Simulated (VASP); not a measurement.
FeO (Wuestite):

```
CELL_PARAMETERS angstrom
1.50863 0.87101 2.50267
-1.50863 0.87101 2.50267
0.00000 -1.74201 2.50267
ATOMIC_POSITIONS crystal
Fe 0.00000 0.00000 0.00000
O 0.50000 0.50000 0.50000
```

Base run:

| Quantity | Value |
| --- | --- |
| Program | VASP 6.6.1 |
| Functional | LDA |
| Potentials or basis | VASP PAW LDA potentials, release 64 (Fe_sv, O) |
| Cutoff | 600 eV |
| k mesh | 9 × 9 × 9 |
| Occupations | fermi-dirac, width 0.05 eV |
| Spin | collinear spin, ferromagnetic start |
| Starting moments | [3.0, 0.0] μB |

Its results: band gap on the k mesh zero (filled and empty bands overlap); pressure -15.7 GPa; net moment 3.98 μB per cell; site moments Fe +3.42; O +0.31 μB.

Q: The run is repeated on the same cell with these changes: potentials or basis from VASP PAW LDA potentials, release 64 (Fe_sv, O) to VASP PAW LDA potentials, release 64 (Fe, O); cutoff from 600 eV to 520 eV; further incar settings from ALGO = Normal; EDIFF = 1e-06; NBANDS = 22 to ALGO = Normal; EDIFF = 1e-06; NBANDS = 18; valence electrons from 22 to 14. What comes out?

A: Band gap on the k mesh zero (filled and empty bands overlap); pressure -13.3 GPa; net moment 3.97 μB per cell; site moments Fe +3.55; O +0.31 μB.

Caveats: a cell with one magnetic atom can't hold antiferromagnetic order, which such compounds often take; semilocal functionals often make such compounds metallic where correlation or magnetic order opens a gap, which also shifts bond lengths.
